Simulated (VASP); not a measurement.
Li2Se, 3 atoms in the cell. The structure is cubic, space group Fm-3m (No. 225). The conventional cell has a = 6.064 Å, b = 6.064 Å, c = 6.064 Å, α = 90.00°, β = 90.00°, γ = 90.00°. Li (site symmetry -43m) has 4 Se at 2.63 Å and 6 Li at 3.03 Å within 3.5 Å. Se (site symmetry m-3m) has 8 Li at 2.63 Å within 3.5 Å. 

```yaml
Program: VASP 6.6.1
Task: single point
Functional: PBE
Potentials_or_basis: VASP PAW PBE potentials, release 64 (Li_sv, Se)
Cutoff: 750 eV
k_mesh: 12 × 12 × 12
Occupations: gaussian, width 0.02 eV
Spin: no spin polarisation
Dipole_correction: no
Further_INCAR_settings: ALGO = Normal; EDIFF = 1e-06; NBANDS = 13
```

Potentials or basis: VASP PAW PBE potentials, release 64 (Li_sv, Se).

Launch:

```bash
$ cat potpaw_PBE.64/Li_sv/POTCAR potpaw_PBE.64/Se/POTCAR > POTCAR
$ mpirun -np 1 vasp_std > vasp.out
```

Hardware: 1 thread of AMD EPYC 7R13 Processor (Zen 3), on a shared host.

Q: Estimate the wall time of this run.

A: It took 92 s on 1 thread of AMD EPYC 7R13 Processor (Zen 3) (shared host), peak memory 0.25 GiB. Counts: scf iterations 14, k points 72.
